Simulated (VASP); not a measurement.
Al:

```
Al
1.0
     0.00000    2.02481    2.02481
     2.02481    0.00000    2.02481
     2.02481    2.02481    0.00000
Al
1
Direct
  0.00000 0.00000 0.00000
```

Program: VASP 6.6.1. Alike in all runs: task single point; level PBE; potentials or basis VASP PAW PBE potentials, release 64 (Al); no spin polarisation; cell as given; cutoff (eV) 520; smearing gaussian 0.1 eV. Hardware: 1 thread of AMD EPYC 7R13 (shared host).

Problem. Order these runs on this cell by their wall time, lowest first.
A. k mesh 6 × 6 × 6
B. k mesh 28 × 28 × 28
C. k mesh 12 × 12 × 12
D. k mesh 18 × 18 × 18

Solution. A (4.7 s), C (10 s), D (34 s), B (99 s).

Caveats: some runs use coarse meshes.
